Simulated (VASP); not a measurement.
# Te2Mo (P-6m2) in VASP: a series of runs

The runs below take Te2Mo through relaxation of cell and atoms, with PBE+D3(BJ).

Program: VASP 6.6.1. These are calculated values, not measurements. Logs are shortened: lines on timing, memory, paths and dates and some standing lists are left out, and cuts for length are marked.

**1. The cell of the first run**

It takes space group P-6m2 (No. 187, hexagonal). The conventional cell has a = 3.494 Å, b = 3.494 Å, c = 7.670 Å, α = 90.00°, β = 90.00°, γ = 120.00°. Te (site symmetry 3m) has 3 Mo at 2.72 Å and 7 Te at 3.49 to 3.64 Å within 3.7 Å. Within 3.6 Å of Mo (site symmetry -6m2) lie 6 Te at 2.72 Å and 6 Mo at 3.49 Å.

**2. Relaxation of cell and atoms, PBE+D3(BJ)**

INCAR reads:

```
ALGO     = Normal         # electronic algorithm
EDIFF    = 1E-6           # SCF threshold, eV
EDIFFG   = -0.005         # ionic threshold
ENCUT    = 600            # plane-wave cutoff, eV
GGA      = PE             # functional
IBRION   = 2              # ionic algorithm
ISIF     = 3              # what is computed and relaxed
ISMEAR   = 0              # smearing method
IVDW     = 12             # dispersion correction
LASPH    = True           # aspherical terms in the spheres
LCHARG   = False          # write CHGCAR
LREAL    = False          # projectors in reciprocal space
LWAVE    = False          # write WAVECAR
NELM     = 60             # most SCF steps
NSW      = 100            # ionic steps
PREC     = Accurate       # precision mode
SIGMA    = 0.02           # smearing width, eV
```

KPOINTS reads:

```
k-points
0
Gamma
  12 12 4
```

POSCAR reads:

```
Te2Mo
1.0
    3.4942035739      0.0000000000      0.0000000000
   -1.7471017870      3.0260690610      0.0000000000
    0.0000000000      0.0000000000      7.6699054695
Te Mo
2 1
Direct
    0.3333333333      0.6666666667      0.7627302310
    0.3333333333      0.6666666667      0.2372697690
    0.0000000000      0.0000000000      0.0000000000
```

Potentials or basis: VASP PAW PBE potentials, release 64 (Te, Mo_sv).

On the command line:

```
$ cat potpaw_PBE.64/Te/POTCAR potpaw_PBE.64/Mo_sv/POTCAR > POTCAR
$ mpirun -np 1 vasp_std > vasp.out
```

OUTCAR:

```text
EDIFF = 1E-6
   EDIFFG = -0.005
   ENCUT = 600
   GGA = PE
   IBRION = 2
   ISIF = 3
   ISMEAR = 0
   IVDW = 12
   LASPH = True
   LREAL = False
   NELM = 60
   NSW = 100
   PREC = Accurate
 IVDW          = 12

 ion  position               nearest neighbor table
   1  0.333  0.667  0.763-   3 2.72   3 2.72   3 2.72   2 3.64
   2  0.333  0.667  0.237-   3 2.72   3 2.72   3 2.72   1 3.64
   3  0.000  0.000  0.000-   1 2.72   2 2.72   1 2.72   2 2.72   1 2.72   2 2.72

  LATTYP: Found a hexagonal cell.
 ALAT       =     3.4942035739
 C/A-ratio  =     2.1950368109

  Lattice vectors:

 A1 = (   3.4942035739,   0.0000000000,   0.0000000000)
 A2 = (  -1.7471017870,   3.0260690610,   0.0000000000)
 A3 = (   0.0000000000,   0.0000000000,   7.6699054695)

Analysis of symmetry for initial positions (statically):
=====================================================================
 Subroutine PRICEL returns:
 Original cell was already a primitive cell.

 Routine SETGRP: Setting up the symmetry group for a
 hexagonal supercell.

 Subroutine GETGRP returns: Found 12 space group operations
 (whereof 12 operations were pure point group operations)
 out of a pool of 24 trial point group operations.

The static configuration has the point symmetry D_3h.

Analysis of symmetry for dynamics (positions and initial velocities):
=====================================================================
 Subroutine PRICEL returns:
 Original cell was already a primitive cell.

 Routine SETGRP: Setting up the symmetry group for a
 hexagonal supercell.

 Subroutine GETGRP returns: Found 12 space group operations
 (whereof 12 operations were pure point group operations)
 out of a pool of 24 trial point group operations.

The dynamic configuration has the point symmetry D_3h.

 Subroutine INISYM returns: Found 12 space group operations
 (whereof 12 operations are pure point group operations),
 and found     1 'primitive' translations

----------------------------------------------------------------------------------------

                                     Primitive cell

  volume of cell :      81.0993

  direct lattice vectors                    reciprocal lattice vectors
     3.494203574  0.000000000  0.000000000     0.286188248  0.165230862  0.000000000
    -1.747101787  3.026069061  0.000000000     0.000000000  0.330461724  0.000000000
     0.000000000  0.000000000  7.669905469     0.000000000  0.000000000  0.130379703

  length of vectors
     3.494203574  3.494203574  7.669905469     0.330461724  0.330461724  0.130379703

  position of ions in fractional coordinates (direct lattice)
     0.333333333  0.666666667  0.762730231
     0.333333333  0.666666667  0.237269769
     0.000000000  0.000000000  0.000000000

  ion indices of the primitive-cell ions
   primitive index   ion index
                 1           1
                 2           2
                 3           3

----------------------------------------------------------------------------------------

 KPOINTS: k-points

Automatic generation of k-mesh.
 Grid dimensions read from file:
 generate k-points for:   12   12    4

 Generating k-lattice:

  Cartesian coordinates                     Fractional coordinates (reciprocal lattice)
     0.023849021  0.013769239  0.000000000     0.083333333  0.000000000  0.000000000
     0.000000000  0.027538477  0.000000000     0.000000000  0.083333333  0.000000000
     0.000000000  0.000000000  0.032594926     0.000000000  0.000000000  0.250000000

  Length of vectors
     0.027538477  0.027538477  0.032594926

  Shift w.r.t. Gamma in fractional coordinates (k-lattice)
     0.000000000  0.000000000  0.000000000

 Subroutine IBZKPT returns following result:
 ===========================================

 Found     57 irreducible k-points:

 Following reciprocal coordinates:
            Coordinates               Weight
  0.000000  0.000000  0.000000      1.000000
  0.083333  0.000000  0.000000      6.000000
  0.166667  0.000000  0.000000      6.000000
  0.250000  0.000000  0.000000      6.000000
  0.333333 -0.000000  0.000000      6.000000
  0.416667  0.000000  0.000000      6.000000
[... 16 lines left out ...]
  0.250000  0.000000  0.250000     12.000000
  0.333333 -0.000000  0.250000     12.000000
 [... further k-points ...]
   k-points           NKPTS =     57   k-points in BZ     NKDIM =     57   number of bands    NBANDS=     17
   number of dos      NEDOS =    301   number of ions     NIONS =      3
   total plane-waves  NPLWV =  50176
   dimension x,y,z NGX =    28 NGY =   28 NGZ =   64
   dimension x,y,z NGXF=    56 NGYF=   56 NGZF=  128
   ions per type =               2   1
   NGX,Y,Z   is equivalent  to a cutoff of  13.32, 13.32, 13.87 a.u.
   NGXF,Y,Z  is equivalent  to a cutoff of  26.64, 26.64, 27.74 a.u.
 SYSTEM =  unknown system
   PREC   = accura    normal or accurate (medium, high low for compatibility)
   ISTART =      0    job   : 0-new  1-cont  2-samecut
   ICHARG =      2    charge: 1-file 2-atom 10-const
   ISPIN  =      1    spin polarized calculation?
   LNONCOLLINEAR =      F non collinear calculations
   LSORBIT =      F    spin-orbit coupling
   LASPH  =      T    aspherical Exc in radial PAW
   ENCUT  =  600.0 eV  44.10 Ry    6.64 a.u.   6.98  6.98 15.32*2*pi/ulx,y,z
   NELM   =     60;   NELMIN=  2; NELMDL= -5     # of ELM steps
   EDIFF  = 0.1E-05   stopping-criterion for ELM
   LREAL  =      F    real-space projection
   EDIFFG = -.5E-02   stopping-criterion for IOM
   NSW    =    100    number of steps for IOM
   IBRION =      2    ionic relax: 0-MD 1-quasi-New 2-CG
   NFREE  =      1    steps in history (QN), initial steepest desc. (CG)
   ISIF   =      3    stress and relaxation
   ISYM   =      2    0-nonsym 1-usesym 2-fastsym
   POTIM  = 0.5000    time-step for ionic-motion
   TEBEG  =    0.0;   TEEND  =   0.0 temperature during run
   PSTRESS=    0.0 pullay stress
   NELECT =      26.0000    total number of electrons
   NUPDOWN=      -1.0000    fix difference up-down
   EMIN   =  10.00;   EMAX   =-10.00  energy-range for DOS
   EFERMI =   0.00;   METHOD = LEGACY
   ISMEAR =     0;   SIGMA  =   0.02  broadening in eV -4-tet -1-fermi 0-gaus
   EFERMI_NEDOS =   21; number of points for ismear=-14 and -15
   IALGO  =     38    algorithm
   IMIX   =      4    mixing-type and parameters
     AMIX     =   0.40;   BMIX     =  1.00
     AMIX_MAG =   1.60;   BMIX_MAG =  1.00
  volume/ion in A,a.u.               =      27.03       182.43
  Fermi-wavevector in a.u.,A,eV,Ry     =   1.120453  2.117349 17.080953  1.255415
  Thomas-Fermi vector in A             =   2.257099
   LORBIT       =      0    0 simple, 1 ext, 2 COOP (PROOUT), +10 PAW based schemes
   GGA     = PE    functional components
   LHFCALC =     F    Hartree Fock is set to
   AEXX    =    0.0000 exact exchange contribution
   IVDW    =    12    specifies the selected vdW correction
   LEPSILON=     F    determine dielectric tensor
   LRPA    =     F    only Hartree local field effects (RPA)
 conjugate gradient relaxation of ions
 non-spin polarized calculation
 Gauss-broadening in eV      SIGMA  =   0.02
  energy-cutoff  :      600.00
  volume of cell :       81.10
 maximum number of plane-waves:      2725
 NGX is ok and might be reduce to    28
   NGX = 13   NGY = 13   NGZ = 31

--------------------------------------- Ionic step        1  -------------------------------------------

 number of electron      26.0000000 magnetization

 Free energy of the ion-electron system (eV)
  ---------------------------------------------------
  ext. energy  EPLUGINS =         0.00000000
  ---------------------------------------------------
  free energy    TOTEN  =       -17.96136334 eV

  energy without entropy =      -17.96136334  energy(sigma->0) =      -17.96136334

------------------------ aborting loop because EDIFF is reached ----------------------------------------

 Edisp (eV)   -1.49102

 E8    (eV) :    -0.6881

  FORCE on cell =-STRESS in cart. coord.  units (eV):
  Direction    XX          YY          ZZ          XY          YZ          ZX
  --------------------------------------------------------------------------------------
  -------------------------------------------------------------------------------------
  Total      -0.00398    -0.00398    -0.07634     0.00000     0.00000     0.00000
  in kB      -0.07861    -0.07861    -1.50824     0.00000     0.00000     0.00000
  external pressure =       -0.56 kB  Pullay stress =        0.00 kB
[... 100 lines left out ...]
  FREE ENERGIE OF THE ION-ELECTRON SYSTEM (eV)
  ---------------------------------------------------
  free  energy   TOTEN  =       -19.4524984410 eV

  energy  without entropy=      -19.4524984410  energy(sigma->0) =      -19.45249844

[... ionic steps 4 to 9 ...]

--------------------------------------- Ionic step       10  -------------------------------------------

 number of electron      26.0000001 magnetization

------------------------ aborting loop because EDIFF is reached ----------------------------------------

 Edisp (eV)   -1.49825

 E8    (eV) :    -0.6913
[... 71 lines left out ...]
  energy  without entropy=      -19.4528645718  energy(sigma->0) =      -19.45286457

--------------------------------------- Ionic step       12  -------------------------------------------

 number of electron      26.0000002 magnetization

 Free energy of the ion-electron system (eV)
  ---------------------------------------------------
  ext. energy  EPLUGINS =         0.00000000
  ---------------------------------------------------
  free energy    TOTEN  =       -17.95297684 eV

  energy without entropy =      -17.95297684  energy(sigma->0) =      -17.95297684

 E-fermi :   7.3977     XC(G=0):  -9.9134

 val. band max:        7.1721695013   @ k =   0.3333   0.3333   0.5000
 cond. band min:       8.1046001224   @ k =   0.2500   0.1667   0.0000
 fundamental gap:      0.9324306211
 Fermi energy:         7.3977279399

 k-point     1 :       0.0000    0.0000    0.0000
  band No.  band energies     occupation
      1     -53.5208      2.00000
      2     -27.7067      2.00000
      3     -27.5512      2.00000
      4     -27.5512      2.00000
      5      -5.6851      2.00000
      6      -4.6117      2.00000
[... 9 lines left out ...]
     16      10.5560      0.00000
     17      10.5560      0.00000
[... 443 lines left out ...]
      1     -53.5127      2.00000
      2     -27.6836      2.00000
      3     -27.6558      2.00000
      4     -27.5757      2.00000
      5      -4.2395      2.00000
      6      -3.7235      2.00000
[... 9 lines left out ...]
     16       9.9105      0.00000
     17      10.8112      0.00000

 [... further k-points ...]

------------------------ aborting loop because EDIFF is reached ----------------------------------------

 Edisp (eV)   -1.49989

 E8    (eV) :    -0.6920

  FORCE on cell =-STRESS in cart. coord.  units (eV):
  Direction    XX          YY          ZZ          XY          YZ          ZX
  --------------------------------------------------------------------------------------
  -------------------------------------------------------------------------------------
  Total       0.00800     0.00800     0.00898    -0.00000     0.00000     0.00000
  in kB       0.15916     0.15916     0.17854    -0.00000     0.00000     0.00000
  external pressure =        0.17 kB  Pullay stress =        0.00 kB
[... 18 lines left out ...]
  FREE ENERGIE OF THE ION-ELECTRON SYSTEM (eV)
  ---------------------------------------------------
  free  energy   TOTEN  =       -19.4528659876 eV

  energy  without entropy=      -19.4528659876  energy(sigma->0) =      -19.45286599

 reached required accuracy - stopping structural energy minimisation
```

It took 5 min on 1 thread of Intel Xeon Platinum 8488C (Sapphire Rapids), shared host; peak memory 0.3 GiB.

What came out:

```yaml
Free_energy: -19.4529 eV
Relaxed_volume: 26.86 Å³/atom
Relaxed_cell: a = 3.493 Å, b = 3.493 Å, c = 7.624 Å, α = 90.00°, β = 90.00°, γ = 120.00°
Space_group_after_relaxing_to_0.1_Å: P-6m2 (No. 187)
Energy_gained_by_relaxing: 0.2 meV/atom
Ionic_steps: 12
Pressure_after_relaxing: 0.0 GPa
Largest_force_after_relaxing: 0.004 eV/Å
Band_gap_on_the_k_mesh: 0.93 eV (least direct gap 1.18 eV)
Dispersion_energy_per_atom: -0.500 eV
```

Forces on the atoms (eV/Å):
```
Te   0.000  0.000 -0.004
Te   0.000  0.000  0.004
Mo   0.000  0.000  0.000
```

Step by step:
```
step  energy change (eV)  largest force (eV/Å)  pressure (GPa)  volume (Å³)
   1              0.0000                0.0209           -0.06        81.10
   2             -0.0001                0.0368            0.03        80.99
   3             -0.0001                0.0555            0.13        80.86
   4             -0.0001                0.0534            0.12        80.85
   5             -0.0002                0.0476            0.10        80.81
   6             -0.0003                0.0362            0.06        80.75
   7             -0.0004                0.0140           -0.03        80.61
   8             -0.0004                0.0195            0.01        80.64
   9             -0.0004                0.0098           -0.02        80.65
  10             -0.0005                0.0043           -0.06        80.66
  11             -0.0005                0.0001           -0.03        80.61
  12             -0.0005                0.0043            0.02        80.57
```

Final structure:
```cif
data_structure
_symmetry_space_group_name_H-M 'P 1'
_symmetry_Int_Tables_number 1
_cell_length_a 3.4932
_cell_length_b 3.4932
_cell_length_c 7.6241
_cell_angle_alpha 90.000
_cell_angle_beta 90.000
_cell_angle_gamma 120.000
_cell_volume 80.57
loop_
_atom_site_label
_atom_site_type_symbol
_atom_site_fract_x
_atom_site_fract_y
_atom_site_fract_z
_atom_site_occupancy
Te1 Te 0.33333 0.66667 0.76126 1
Te2 Te 0.33333 0.66667 0.23874 1
Mo1 Mo 0.00000 0.00000 0.00000 1
```

Levels at points of the mesh, in eV from the valence-band top:
| k point | band 10 | band 11 | band 12 | band 13 | band 14 | band 15 | band 16 | band 17 |
| --- | --- | --- | --- | --- | --- | --- | --- | --- |
| (0.00, 0.00, 0.00) | -1.04 | -0.99 | -0.85 | -0.85 | 3.24 | 3.24 | 3.38 | 3.38 |
| (0.50, 0.00, 0.00) | -2.31 | -1.37 | -1.04 | -0.29 | 1.47 | 1.60 | 3.46 | 3.80 |
| (0.00, 0.00, 0.50) | -1.63 | -0.86 | -0.86 | -0.24 | 3.12 | 3.12 | 3.53 | 3.53 |
| (0.50, 0.00, 0.50) | -2.34 | -2.27 | -0.62 | -0.19 | 1.49 | 1.88 | 2.79 | 3.55 |

Caveat: spin-orbit coupling is left out, which moves the levels of the heavy elements.

(Part 1 of 2 ends here.)
